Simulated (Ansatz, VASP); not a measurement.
# HgTe2: VASP beside Ansatz

The input INCAR:

```
SYSTEM = HgTe2
PREC = Accurate
ENCUT = 600
EDIFF = 1E-7
ISMEAR = 0
SIGMA = 0.1
LREAL = .FALSE.
LASPH = .TRUE.
NELM = 100
ALGO = Normal
ISIF = 3
LWAVE = .FALSE.
LCHARG = .FALSE.
GGA = PE
IBRION = 2
NSW = 90
EDIFFG = -0.04
```

The input KPOINTS:

```
regular mesh
0
G
  4 4 4
  0 0 0
```

File POSCAR:

```
HgTe2
1.0
    4.7940002593      0.0000000000      0.0000000000
    0.0000000000      4.7940002593      0.0000000000
    0.0000000000      0.0000000000      7.3146932815
Hg Te
2 4
Direct
    0.0000000000      0.5000000000      0.7000000000
    0.5000000000      0.0000000000      0.3000000000
    0.0000000000      0.0000000000      0.0000000000
    0.5000000000      0.5000000000      0.0000000000
    0.0000000000      0.5000000000      0.2700000000
    0.5000000000      0.0000000000      0.7300000000
```

Input for Ansatz:

```yaml
crystal:
  lattice:
    - [4.7940002593, 0.0, 0.0]
    - [0.0, 4.7940002593, 0.0]
    - [0.0, 0.0, 7.3146932815]
  atoms:
    - { symbol: Hg, position: [0.0, 0.5, 0.7] }
    - { symbol: Hg, position: [0.5, 0.0, 0.3] }
    - { symbol: Te, position: [0.0, 0.0, 0.0] }
    - { symbol: Te, position: [0.5, 0.5, 0.0] }
    - { symbol: Te, position: [0.0, 0.5, 0.27] }
    - { symbol: Te, position: [0.5, 0.0, 0.73] }
basis:
  ecutwfc: 420
kpoints:
  mp_grid: { grid: [4, 4, 4] }
hamiltonian:
  xc: pbe
scf:
  occupations: { method: gaussian, width: 0.1 }
  lower_state_search: "off"
output:
  forces: true
  stress: true
  eigenvalues: true
relax:
  adjacent_minimum: "off"
  f_tol: 0.04
  max_steps: 70
  cell: { stress_tol: 0.4 }
```

Alike in both runs: task relaxation of cell and atoms; functional PBE; k mesh 4 × 4 × 4; occupations gaussian, width 0.1 eV; no spin polarisation.

```csv
,VASP,Ansatz
version,VASP 6.6.1,Ansatz 0.2.0
potentials or method,"VASP PAW PBE potentials, release 64 (Hg, Te), cutoff 600 eV","scalar-relativistic, plane waves, PAW"
valence electrons in the cell,48,104
```

VASP gave:

| Item | Value |
| --- | --- |
| gap on the k mesh at the Fermi level, each at its own relaxed structure (eV) | none |
| relaxed volume (Å³/atom) | 39.25 |
| relaxed cell length with the largest relative difference (Å) | 6.232 |

Estimate Ansatz's values.

gap on the k mesh at the Fermi level, each at its own relaxed structure (eV): none; relaxed volume (Å³/atom): 36.47; relaxed cell length with the largest relative difference (Å): 8.963.

A gap of «none» marks a metal or a gap that the smearing closes. One of these differences is far larger than is usual between the two programs; its cause wasn't traced. VASP's potentials hold 48 valence electrons a cell and Ansatz's 104, so a difference there can come from the potentials and not from the codes.

Spin-orbit coupling is off throughout. Noted on VASP's run: the volume moved by over 15 % at a fixed basis, so the end points are rough; too few bands were computed for a metal, which touches its energy and stress.
